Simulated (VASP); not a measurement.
# ZnO: single point with PBE

The system is ZnO.

```
Zn O
1.0
     3.24931    0.00000    0.00000
    -1.62465    2.81398    0.00000
     0.00000    0.00000    5.20571
Zn O
2 2
Direct
  0.66667 0.33333 0.00000
  0.33333 0.66667 0.50000
  0.33333 0.66667 0.87901
  0.66667 0.33333 0.37901
```

| Quantity | Value |
| --- | --- |
| Program | VASP 6.6.1 |
| Task | single point |
| Functional | PBE |
| Potentials or basis | VASP PAW PBE potentials, release 64 (Zn, O_h) |
| Cutoff | 1340 eV |
| k mesh | 9 × 9 × 5 |
| Occupations | gaussian, width 0.014 eV |
| Spin | no spin polarisation |
| Dipole correction | no |
| Further INCAR settings | ALGO = Normal; EDIFF = 1e-06; NBANDS = 26 |

The pressure is 5.8 GPa and the largest force is 0.074 eV/Å. The band gap on the k mesh is 0.79 eV.

Forces in eV/Å, atoms in the order of the input:
```
Zn   0.000  0.000 -0.074
Zn   0.000  0.000 -0.074
O    0.000  0.000  0.074
O    0.000  0.000  0.074
```

Stress tensor (GPa, compression positive):
```
5.24 0.00 0.00
0.00 5.24 0.00
0.00 0.00 6.99
```

Levels at points of the mesh, in eV from the valence-band top:
```csv
k point,band 15,band 16,band 17,band 18,band 19,band 20,band 21,band 22
"(0.00, 0.00, 0.00)",-0.81,-0.07,0.00,0.00,0.79,5.21,8.26,12.85
```

It took 3.9 min on 1 thread of Intel(R) Xeon(R) Platinum 8259CL CPU @ 2.50GHz (Skylake/Cascade Lake), with other jobs on the host, peak memory 0.39 GiB.

Caveat: the cell stands under pressure; semilocal functionals underestimate gaps, and a narrow one can read as zero. PBE gaps usually lie below the measured ones, often by a third to a half.
